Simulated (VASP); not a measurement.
# InSb (I-4m2) in VASP: notebook

The runs below take InSb through single point, with PBEsol.

All numbers are computed with VASP 6.6.1; they aren't measurements. Logs are shortened: lines on timing, memory, paths and dates and some standing lists are left out, and cuts for length are marked.

## Step 1: The cell of the first run

Symmetry: I-4m2, No. 119, tetragonal system. The conventional cell has a = 4.610 Å, b = 4.610 Å, c = 7.041 Å, α = 90.00°, β = 90.00°, γ = 90.00°. Within 3.8 Å of In (site symmetry -4m2) lie 4 Sb at 2.90 Å. Within 3.8 Å of Sb (site symmetry -4m2) lie 4 In at 2.90 Å.

## Step 2: Single point, PBEsol (strain +0.000 along x and y, +0.080 along z)

INCAR reads:

```
PREC = Accurate
ENCUT = 520
EDIFF = 1E-6
ISMEAR = 0
SIGMA = 0.15
LREAL = F
LASPH = T
NELM = 100
ALGO = Normal
ISIF = 2
LWAVE = F
LCHARG = F
GGA = PS
NBANDS = 16
```

KPOINTS reads:

```
regular mesh
0
Gamma
  16 16 16
```

POSCAR reads:

```
InSb
1.0
    0.0000000000      3.2599290600      3.5207233848
    3.2599290600      0.0000000000      3.5207233848
    3.2599290600      3.2599290600      0.0000000000
In Sb
1 1
Direct
    0.0000000000      0.0000000000      0.0000000000
    0.7500000000      0.7500000000      0.7500000000
```

Potentials or basis: VASP PAW PBE potentials, release 64 (In_d, Sb).

Run with:

```console
> cat potpaw_PBE.64/In_d/POTCAR potpaw_PBE.64/Sb/POTCAR > POTCAR
> mpirun -np 1 vasp_std > vasp.out
```

OUTCAR:

```text
PREC = Accurate
   ENCUT = 520
   EDIFF = 1E-6
   ISMEAR = 0
   LREAL = F
   LASPH = T
   NELM = 100
   ISIF = 2
   GGA = PS

 ion  position               nearest neighbor table
   1  0.000  0.000  0.000-   2 2.90   2 2.90   2 2.90   2 2.90
   2  0.750  0.750  0.750-   1 2.90   1 2.90   1 2.90   1 2.90

  LATTYP: Found a body centered tetragonal cell.
 ALAT       =     4.6102358890
 C/A-ratio  =     1.5273506474

  Lattice vectors:

 A1 = (  -3.2599290600,   0.0000000000,   3.5207233848)
 A2 = (   3.2599290600,   0.0000000000,   3.5207233848)
 A3 = (   0.0000000000,   3.2599290600,  -3.5207233848)

Analysis of symmetry for initial positions (statically):
=====================================================================
 Subroutine PRICEL returns:
 Original cell was already a primitive cell.

 Routine SETGRP: Setting up the symmetry group for a
 body centered tetragonal supercell.

 Subroutine GETGRP returns: Found  8 space group operations
 (whereof  8 operations were pure point group operations)
 out of a pool of 16 trial point group operations.

The static configuration has the point symmetry D_2d.

Analysis of symmetry for dynamics (positions and initial velocities):
=====================================================================
 Subroutine PRICEL returns:
 Original cell was already a primitive cell.

 Routine SETGRP: Setting up the symmetry group for a
 body centered tetragonal supercell.

 Subroutine GETGRP returns: Found  8 space group operations
 (whereof  8 operations were pure point group operations)
 out of a pool of 16 trial point group operations.

The dynamic configuration has the point symmetry D_2d.

 Subroutine INISYM returns: Found  8 space group operations
 (whereof  8 operations are pure point group operations),
 and found     1 'primitive' translations

----------------------------------------------------------------------------------------

                                     Primitive cell

  volume of cell :      74.8304

  direct lattice vectors                    reciprocal lattice vectors
     0.000000000  3.259929060  3.520723385    -0.153377571  0.153377571  0.142016269
     3.259929060  0.000000000  3.520723385     0.153377571 -0.153377571  0.142016269
     3.259929060  3.259929060  0.000000000     0.153377571  0.153377571 -0.142016269

  length of vectors
     4.798190349  4.798190349  4.610235889     0.259264304  0.259264304  0.259264304

  position of ions in fractional coordinates (direct lattice)
     0.000000000  0.000000000  0.000000000
     0.750000000  0.750000000  0.750000000

  ion indices of the primitive-cell ions
   primitive index   ion index
                 1           1
                 2           2

----------------------------------------------------------------------------------------

 KPOINTS: regular mesh

Automatic generation of k-mesh.
 Grid dimensions read from file:
 generate k-points for:   16   16   16

 Generating k-lattice:

  Cartesian coordinates                     Fractional coordinates (reciprocal lattice)
    -0.009586098  0.009586098  0.008876017     0.062500000 -0.000000000  0.000000000
     0.009586098 -0.009586098  0.008876017    -0.000000000  0.062500000  0.000000000
     0.009586098  0.009586098 -0.008876017     0.000000000  0.000000000  0.062500000

  Length of vectors
     0.016204019  0.016204019  0.016204019

  Shift w.r.t. Gamma in fractional coordinates (k-lattice)
     0.000000000  0.000000000  0.000000000

 Subroutine IBZKPT returns following result:
 ===========================================

 Found    349 irreducible k-points:

 Following reciprocal coordinates:
            Coordinates               Weight
  0.000000  0.000000  0.000000      1.000000
  0.062500  0.000000  0.000000      8.000000
  0.125000  0.000000  0.000000      8.000000
  0.187500  0.000000  0.000000      8.000000
  0.250000  0.000000  0.000000      8.000000
  0.312500  0.000000  0.000000      8.000000
[... 16 lines left out ...]
 -0.125000  0.062500  0.000000      8.000000
 -0.062500  0.062500  0.000000      4.000000
 [... further k-points ...]
   k-points           NKPTS =    349   k-points in BZ     NKDIM =    349   number of bands    NBANDS=     16
   number of dos      NEDOS =    301   number of ions     NIONS =      2
   total plane-waves  NPLWV =  46656
   dimension x,y,z NGX =    36 NGY =   36 NGZ =   36
   dimension x,y,z NGXF=    72 NGYF=   72 NGZF=   72
   ions per type =               1   1
   NGX,Y,Z   is equivalent  to a cutoff of  12.47, 12.47, 12.98 a.u.
   NGXF,Y,Z  is equivalent  to a cutoff of  24.95, 24.95, 25.96 a.u.
 SYSTEM =  unknown system
   PREC   = accura    normal or accurate (medium, high low for compatibility)
   ISTART =      0    job   : 0-new  1-cont  2-samecut
   ICHARG =      2    charge: 1-file 2-atom 10-const
   ISPIN  =      1    spin polarized calculation?
   LNONCOLLINEAR =      F non collinear calculations
   LSORBIT =      F    spin-orbit coupling
   LASPH  =      T    aspherical Exc in radial PAW
   ENCUT  =  520.0 eV  38.22 Ry    6.18 a.u.   8.92  8.92  8.57*2*pi/ulx,y,z
   NELM   =    100;   NELMIN=  2; NELMDL= -5     # of ELM steps
   EDIFF  = 0.1E-05   stopping-criterion for ELM
   LREAL  =      F    real-space projection
   EDIFFG = 0.1E-04   stopping-criterion for IOM
   NSW    =      0    number of steps for IOM
   IBRION =     -1    ionic relax: 0-MD 1-quasi-New 2-CG
   NFREE  =      0    steps in history (QN), initial steepest desc. (CG)
   ISIF   =      2    stress and relaxation
   ISYM   =      2    0-nonsym 1-usesym 2-fastsym
   POTIM  = 0.5000    time-step for ionic-motion
   TEBEG  =    0.0;   TEEND  =   0.0 temperature during run
   PSTRESS=    0.0 pullay stress
   NELECT =      18.0000    total number of electrons
   NUPDOWN=      -1.0000    fix difference up-down
   EMIN   =  10.00;   EMAX   =-10.00  energy-range for DOS
   EFERMI =   0.00;   METHOD = LEGACY
   ISMEAR =     0;   SIGMA  =   0.15  broadening in eV -4-tet -1-fermi 0-gaus
   EFERMI_NEDOS =   21; number of points for ismear=-14 and -15
   IALGO  =     38    algorithm
   IMIX   =      4    mixing-type and parameters
     AMIX     =   0.40;   BMIX     =  1.00
     AMIX_MAG =   1.60;   BMIX_MAG =  1.00
  volume/ion in A,a.u.               =      37.42       252.49
  Fermi-wavevector in a.u.,A,eV,Ry     =   1.018137  1.924000 14.103842  1.036603
  Thomas-Fermi vector in A             =   2.151578
   LORBIT       =      0    0 simple, 1 ext, 2 COOP (PROOUT), +10 PAW based schemes
   GGA     = PS    functional components
   LHFCALC =     F    Hartree Fock is set to
   AEXX    =    0.0000 exact exchange contribution
   IVDW    =     0    specifies the selected vdW correction
   LEPSILON=     F    determine dielectric tensor
   LRPA    =     F    only Hartree local field effects (RPA)
 non-spin polarized calculation
 Gauss-broadening in eV      SIGMA  =   0.15
  energy-cutoff  :      520.00
  volume of cell :       74.83
 maximum number of plane-waves:      2049
   NGX = 17   NGY = 17   NGZ = 17

 number of electron      18.0000005 magnetization

 Free energy of the ion-electron system (eV)
  ---------------------------------------------------
  ext. energy  EPLUGINS =         0.00000000
  ---------------------------------------------------
  free energy    TOTEN  =        -7.62342829 eV

  energy without entropy =       -7.62283050  energy(sigma->0) =       -7.62312940

 E-fermi :   4.1833     XC(G=0):  -8.4728

 val. band max:        4.1323542962   @ k =   0.0000   0.0000   0.0000
 cond. band min:       4.2682594739   @ k =   0.5000   0.0000   0.0000
 fundamental gap:      0.1359051776
 Fermi energy:         4.1832919074

 k-point     1 :       0.0000    0.0000    0.0000
  band No.  band energies     occupation
      1     -10.3682      2.00000
      2     -10.3520      2.00000
      3     -10.3520      2.00000
      4     -10.3023      2.00000
      5     -10.2903      2.00000
      6      -6.1648      2.00000
[... 8 lines left out ...]
     15      11.4527      0.00000
     16      11.9373      0.00000

 k-point     2 :       0.0625    0.0000    0.0000
  band No.  band energies     occupation
      1     -10.3680      2.00000
      2     -10.3528      2.00000
      3     -10.3514      2.00000
      4     -10.3024      2.00000
      5     -10.2902      2.00000
      6      -6.1338      2.00000
[... 8 lines left out ...]
     15      11.1911      0.00000
     16      12.2255      0.00000

 k-point     3 :       0.1250    0.0000    0.0000
  band No.  band energies     occupation
      1     -10.3681      2.00000
      2     -10.3545      2.00000
      3     -10.3499      2.00000
      4     -10.3027      2.00000
      5     -10.2899      2.00000
      6      -6.0421      2.00000
[... 8 lines left out ...]
     15      10.9460      0.00000
     16      11.7607      0.00000

 k-point     4 :       0.1875    0.0000    0.0000
  band No.  band energies     occupation
      1     -10.3702      2.00000
      2     -10.3552      2.00000
      3     -10.3477      2.00000
      4     -10.3032      2.00000
      5     -10.2895      2.00000
      6      -5.8948      2.00000
[... 8 lines left out ...]
     15      11.0325      0.00000
     16      11.4505      0.00000
[... 324 lines left out ...]
 k-point    22 :      -0.1875    0.0625    0.0000
  band No.  band energies     occupation
      1     -10.3695      2.00000
      2     -10.3572      2.00000
      3     -10.3470      2.00000
      4     -10.3041      2.00000
      5     -10.2886      2.00000
      6      -5.8004      2.00000
[... 8 lines left out ...]
     15      11.0530      0.00000
     16      11.4868      0.00000

 k-point    23 :      -0.1250    0.0625    0.0000
  band No.  band energies     occupation
      1     -10.3645      2.00000
      2     -10.3592      2.00000
      3     -10.3492      2.00000
      4     -10.3036      2.00000
      5     -10.2893      2.00000
      6      -5.9660      2.00000
[... 8 lines left out ...]
     15      11.2882      0.00000
     16      11.4260      0.00000

 k-point    24 :      -0.0625    0.0625    0.0000
  band No.  band energies     occupation
      1     -10.3655      2.00000
      2     -10.3562      2.00000
      3     -10.3508      2.00000
      4     -10.3029      2.00000
      5     -10.2898      2.00000
      6      -6.0792      2.00000
[... 8 lines left out ...]
     15      11.4839      0.00000
     16      11.6936      0.00000

 [... further k-points ...]
[... 5 lines left out ...]
  --------------------------------------------------------------------------------------
  -------------------------------------------------------------------------------------
  Total       -0.9204277     -0.9204277     -2.0393159      0.0000000      0.0000000      0.0000000
  in kB      -19.7070704    -19.7070704    -43.6633331      0.0000000      0.0000000      0.0000000
  external PRESSURE =     -27.6924913 kB  Pullay stress =       0.0000000 kB

 VOLUME and BASIS-vectors are now :
 -----------------------------------------------------------------------------
  energy-cutoff  :      520.00
  volume of cell :       74.83
      direct lattice vectors                 reciprocal lattice vectors
     0.000000000  3.259929060  3.520723385    -0.153377571  0.153377571  0.142016269
     3.259929060  0.000000000  3.520723385     0.153377571 -0.153377571  0.142016269
     3.259929060  3.259929060  0.000000000     0.153377571  0.153377571 -0.142016269

 POSITION                                       TOTAL-FORCE (eV/Angst)
 -----------------------------------------------------------------------------------
      0.00000      0.00000      0.00000        -0.000000     -0.000000     -0.000000
      4.88989      4.88989      5.28109         0.000000      0.000000      0.000000
 -----------------------------------------------------------------------------------
    total drift:                                0.000000      0.000000      0.000000

  FREE ENERGIE OF THE ION-ELECTRON SYSTEM (eV)
  ---------------------------------------------------
  free  energy   TOTEN  =        -7.6234282932 eV

  energy  without entropy=       -7.6228304980  energy(sigma->0) =       -7.62312940
```

Wall time 2.2 min (1 thread of Intel Xeon 6975P-C (Granite Rapids), shared host); peak memory 0.54 GiB.

What came out:

| Quantity | Value |
| --- | --- |
| Free energy | -7.6234 eV |
| Pressure | -2.8 GPa |
| Band gap on the k mesh | zero (filled and empty bands touch) |

Caveat: the cell differs from its parent crystal (strain +0.000 along x and y, +0.080 along z); semilocal functionals underestimate gaps, and a narrow one can read as zero; the PAW data sets were made with another functional, which shifts forces and pressure a little; spin-orbit coupling is left out, which moves the levels of the heavy elements.

## Step 3: Single point, PBEsol (strain -0.080 along x and y, +0.000 along z)

INCAR reads:

```
SYSTEM = InSb
PREC = Accurate
ENCUT = 520
EDIFF = 1E-6
ISMEAR = 0
SIGMA = 0.15
LREAL = .False.
LASPH = .True.
NELM = 60
ALGO = Normal
ISIF = 2
LWAVE = .False.
LCHARG = .True.
GGA = PS
LELF = .True.
LVHAR = .True.
NBANDS = 16
```

KPOINTS reads:

```
regular mesh
0
Gamma
  16 16 16
  0 0 0
```

POSCAR reads:

```
InSb
1.0
    0.0000000000      2.9991347352      3.2599290600
    2.9991347352      0.0000000000      3.2599290600
    2.9991347352      2.9991347352      0.0000000000
In Sb
1 1
Direct
    0.0000000000      0.0000000000      0.0000000000
    0.7500000000      0.7500000000      0.7500000000
```

Potentials or basis: VASP PAW PBE potentials, release 64 (In_d, Sb).

Run with:

```console
> cat potpaw_PBE.64/In_d/POTCAR potpaw_PBE.64/Sb/POTCAR > POTCAR
> mpirun -np 1 vasp_std > vasp.out
```

It took 2.2 min on 1 thread of Intel Xeon 6975P-C (Granite Rapids), shared host; peak memory 0.46 GiB.

The run converged. Its results:

* Free energy: -7.3754 eV
* Pressure: 10.5 GPa
* Band gap on the k mesh: 0.39 eV

Stress tensor (GPa, compression positive):
```
11.25  0.00  0.00
 0.00 11.25  0.00
 0.00  0.00  8.85
```

Levels at points of the mesh, in eV from the valence-band top:
```tsv
k point	band 7	band 8	band 9	band 10	band 11	band 12
(0.00, 0.00, 0.00)	-0.54	0.00	0.00	0.39	2.69	2.69
(0.50, 0.00, 0.00)	-6.62	-1.77	-1.09	0.45	3.48	3.87
(0.50, 0.50, 0.00)	-7.13	-2.64	-2.64	1.15	1.41	8.80
(0.50, 0.00, 0.50)	-6.66	-3.18	-3.11	0.63	0.73	8.31
```

Caveat: the cell differs from its parent crystal (strain -0.080 along x and y, +0.000 along z); the cell stands under pressure; semilocal functionals underestimate gaps, and a narrow one can read as zero; the PAW data sets were made with another functional, which shifts forces and pressure a little; spin-orbit coupling is left out, which moves the levels of the heavy elements. A k mesh can miss the band edges.

(Part 1 of 2 ends here.)

The gap in the log of VASP goes by the Fermi energy; the results here count the filled bands.